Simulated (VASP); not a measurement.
# Cu (Im-3m) in VASP: notebook, part 2 of 2

VASP 6.6.1.

## 3. Single point, revPBE (volume scaled by 0.88)

INCAR reads:

```
ALGO     = Normal         # electronic algorithm
EDIFF    = 1E-7           # SCF threshold, eV
ENCUT    = 520            # plane-wave cutoff, eV
GGA      = RE             # functional
ISIF     = 2              # what is computed and relaxed
ISMEAR   = -1             # smearing method
LASPH    = T              # aspherical terms in the spheres
LCHARG   = F              # write CHGCAR
LREAL    = F              # projectors in reciprocal space
LWAVE    = F              # write WAVECAR
NBANDS   = 12             # bands
NELM     = 80             # most SCF steps
PREC     = Accurate       # precision mode
SIGMA    = 0.1            # smearing width, eV
```

KPOINTS reads:

```
k-points
0
Gamma
  17 17 17
```

POSCAR reads:

```
Cu
1.0
   -1.3943688483      1.3943688483      1.3943688483
    1.3943688483     -1.3943688483      1.3943688483
    1.3943688483      1.3943688483     -1.3943688483
Cu
1
Direct
    0.0000000000      0.0000000000      0.0000000000
```

Potentials or basis: VASP PAW PBE potentials, release 64 (Cu).

On the command line:

```
cat potpaw_PBE.64/Cu/POTCAR > POTCAR
mpirun -np 1 vasp_std > vasp.out
```

Run time: 14 s. Hardware: 1 thread of AMD EPYC 7R13 (Zen 3), shared host; peak memory 0.1 GiB.

It converged, with:

| Item | Value |
| --- | --- |
| Free energy | -3.2278 eV |
| Pressure | 22.9 GPa |

Levels at points of the mesh, in eV from the Fermi level:
```csv
k point,band 3,band 4,band 5,band 6,band 7,band 8,band 9,band 10
"(0.00, 0.00, 0.00)",-3.37,-3.37,-2.23,-2.23,25.86,25.86,25.86,30.29
```

Caveat: the PAW data sets were made with another functional, which shifts forces and pressure a little.

## 4. Single point, revPBE (volume scaled by 0.92)

INCAR reads:

```
SYSTEM = Cu
PREC = Accurate
ENCUT = 520
EDIFF = 1E-6
ISMEAR = -1
SIGMA = 0.1
LREAL = .False.
LASPH = .True.
NELM = 80
ALGO = Normal
ISIF = 2
LWAVE = .False.
LCHARG = .False.
GGA = RE
NBANDS = 12
```

KPOINTS reads:

```
Automatic mesh
0
Gamma
  17 17 17
  0 0 0
```

POSCAR reads:

```
Cu
1.0
   -1.4151833923      1.4151833923      1.4151833923
    1.4151833923     -1.4151833923      1.4151833923
    1.4151833923      1.4151833923     -1.4151833923
Cu
1
Direct
    0.0000000000      0.0000000000      0.0000000000
```

Potentials or basis: VASP PAW PBE potentials, release 64 (Cu).

On the command line:

```
cat potpaw_PBE.64/Cu/POTCAR > POTCAR
mpirun -np 1 vasp_std > vasp.out
```

OUTCAR:

```text
SYSTEM = Cu
   PREC = Accurate
   ENCUT = 520
   EDIFF = 1E-6
   ISMEAR = -1
   LREAL = .False.
   LASPH = .True.
   NELM = 80
   ISIF = 2
   GGA = RE

 ion  position               nearest neighbor table
   1  0.000  0.000  0.000-

  LATTYP: Found a body centered cubic cell.
 ALAT       =     2.8303667846

  Lattice vectors:

 A1 = (  -1.4151833923,   1.4151833923,   1.4151833923)
 A2 = (   1.4151833923,  -1.4151833923,   1.4151833923)
 A3 = (   1.4151833923,   1.4151833923,  -1.4151833923)

Analysis of symmetry for initial positions (statically):
[... 528 lines left out ...]
      5       6.1628      2.00000
      6       6.4724      2.00000
      7      21.8256      0.00000
      8      22.3816      0.00000
      9      28.0021      0.00000
     10      33.3753      0.00000
     11      36.0557      0.00000
     12      39.7160      0.00000

 [... further k-points ...]
[... 5 lines left out ...]
  --------------------------------------------------------------------------------------
  -------------------------------------------------------------------------------------
  Total        0.9589740      0.9589740      0.9589740     -0.0000000      0.0000000     -0.0000000
  in kB      135.5249460    135.5249460    135.5249460     -0.0000000      0.0000000     -0.0000000
  external PRESSURE =     135.5249460 kB  Pullay stress =       0.0000000 kB

 VOLUME and BASIS-vectors are now :
 -----------------------------------------------------------------------------
  energy-cutoff  :      520.00
  volume of cell :       11.34
      direct lattice vectors                 reciprocal lattice vectors
    -1.415183392  1.415183392  1.415183392     0.000000000  0.353311099  0.353311099
     1.415183392 -1.415183392  1.415183392     0.353311099  0.000000000  0.353311099
     1.415183392  1.415183392 -1.415183392     0.353311099  0.353311099  0.000000000

 POSITION                                       TOTAL-FORCE (eV/Angst)
 -----------------------------------------------------------------------------------
      0.00000      0.00000      0.00000         0.000000      0.000000      0.000000
 -----------------------------------------------------------------------------------
    total drift:                                0.000000     -0.000000      0.000000

  FREE ENERGIE OF THE ION-ELECTRON SYSTEM (eV)
  ---------------------------------------------------
  free  energy   TOTEN  =        -3.2837152488 eV

  energy  without entropy=       -3.2752232892  energy(sigma->0) =       -3.27946927
```

OSZICAR:

```text
N       E                     dE             d eps       ncg     rms          rms(c)
DAV:   1     0.424240082029E+02    0.42424E+02   -0.53790E+03  4464   0.156E+03
DAV:   2    -0.281822337551E+01   -0.45242E+02   -0.41616E+02  4088   0.204E+02
DAV:   3    -0.411553678669E+01   -0.12973E+01   -0.12826E+01  4632   0.395E+01
DAV:   4    -0.412331141239E+01   -0.77746E-02   -0.77734E-02  4476   0.270E+00
DAV:   5    -0.412338452279E+01   -0.73110E-04   -0.73109E-04  4612   0.265E-01    0.738E+00
DAV:   6    -0.358562376707E+01    0.53776E+00   -0.12152E+01  4604   0.672E+01    0.340E+00
DAV:   7    -0.329740249367E+01    0.28822E+00   -0.18593E+00  4660   0.260E+01    0.675E-01
DAV:   8    -0.328442083127E+01    0.12982E-01   -0.62584E-03  5260   0.767E-01    0.199E-01
DAV:   9    -0.328371820535E+01    0.70263E-03   -0.46440E-03  5144   0.120E+00    0.334E-02
DAV:  10    -0.328371832030E+01   -0.11495E-06   -0.38998E-05  5640   0.997E-02    0.108E-02
DAV:  11    -0.328371502641E+01    0.32939E-05   -0.25748E-06  3536   0.292E-02    0.296E-04
DAV:  12    -0.328371524880E+01   -0.22239E-06   -0.85076E-08  2208   0.323E-03
   1 F= -.32837152E+01 E0= -.32794693E+01  d E =-.849196E-02
```

Wall time 14 s (1 thread of AMD EPYC 7R13 (Zen 3), shared host); peak memory 0.1 GiB.

Results:

- Free energy: -3.2837 eV
- Pressure: 13.6 GPa

Caveat: the PAW data sets were made with another functional, which shifts forces and pressure a little.

## 5. Summary

```csv
cell,k mesh,gap on the mesh (eV),pressure (GPa)
"a = 2.520 Å, angles 109.5°, 1 atom",15 × 15 × 15,none,0.5
"a = 2.415 Å, angles 109.5°, 1 atom",17 × 17 × 17,none,22.9
"a = 2.451 Å, angles 109.5°, 1 atom",17 × 17 × 17,none,13.6
```

Alike in all rows: task single point; level revPBE; potentials or basis VASP PAW PBE potentials, release 64 (Cu); no spin polarisation; cutoff (eV) 520; smearing fermi-dirac 0.1 eV.

Caveats: the PAW data sets were made with another functional, which shifts forces and pressure a little.

Absolute energies hang on the potentials; compare differences alone.
